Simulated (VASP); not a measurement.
Hg, 1 atom in the cell. It takes space group R-3m (No. 166, trigonal). Conventional cell: a = 3.183 Å, b = 3.183 Å, c = 6.702 Å, α = 90.00°, β = 90.00°, γ = 120.00°. Within 3.8 Å of Hg (site symmetry -3m) lie 12 Hg at 2.89 to 3.18 Å.  This cell differs from its parent crystal: strain -0.080 along x and y, +0.000 along z.

| Item | Value |
| --- | --- |
| Program | VASP 6.6.1 |
| Task | single point |
| Functional | PBE |
| Potentials or basis | VASP PAW PBE potentials, release 64 (Hg) |
| Cutoff | 520 eV |
| k mesh | 18 × 18 × 18 |
| Occupations | gaussian, width 0.15 eV |
| Spin | no spin polarisation |
| Dipole correction | no |
| Further INCAR settings | ALGO = Normal; EDIFF = 1e-07; NBANDS = 12 |

Potentials or basis: VASP PAW PBE potentials, release 64 (Hg).

Launch:

```console
$ cat potpaw_PBE.64/Hg/POTCAR > POTCAR
$ mpirun -np 1 vasp_std > vasp.out
```

Hardware: 1 thread of Intel Xeon 8259CL, with other jobs on the host.

Question: Estimate the wall time of this run.

Answer: It took 64 s on 1 thread of Intel Xeon 8259CL (shared host), peak memory 0.25 GiB. Counts: scf iterations 12, k points 580.
